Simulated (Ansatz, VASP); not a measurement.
## One calculation of Al3B2N, two programs

```
CELL_PARAMETERS angstrom
4.73519 0.00000 0.00000
-2.36760 4.10080 0.00000
0.00000 0.00000 6.71615
ATOMIC_POSITIONS crystal
Al 0.33333 0.66667 0.00000
Al 0.66667 0.33333 0.00000
Al 0.00000 0.00000 0.00000
B 0.00000 0.00000 0.30386
B 0.00000 0.00000 0.69614
N 0.00000 0.00000 0.50000
```

Alike in both runs: functional PBE; k mesh 12 × 12 × 6; occupations gaussian, width 0.1 eV; no spin polarisation.

Ansatz relaxed the structure, and its values are those at the end. VASP's run is a single point on that final structure, the one shown.

```csv
,VASP,Ansatz
version,VASP 6.6.1,Ansatz 0.2.0
potentials or method,"VASP PAW PBE potentials, release 64 (Al, B, N), cutoff 520 eV","scalar-relativistic, plane waves, PAW"
valence electrons in the cell,20,20
```

Ansatz gave:

* gap on the k mesh at the Fermi level (eV): none
* pressure (GPa): 0.0

Task: Estimate VASP's values.

Result: gap on the k mesh at the Fermi level (eV): none; pressure (GPa): -0.1.

A gap of «none» marks a metal or a gap that the smearing closes.
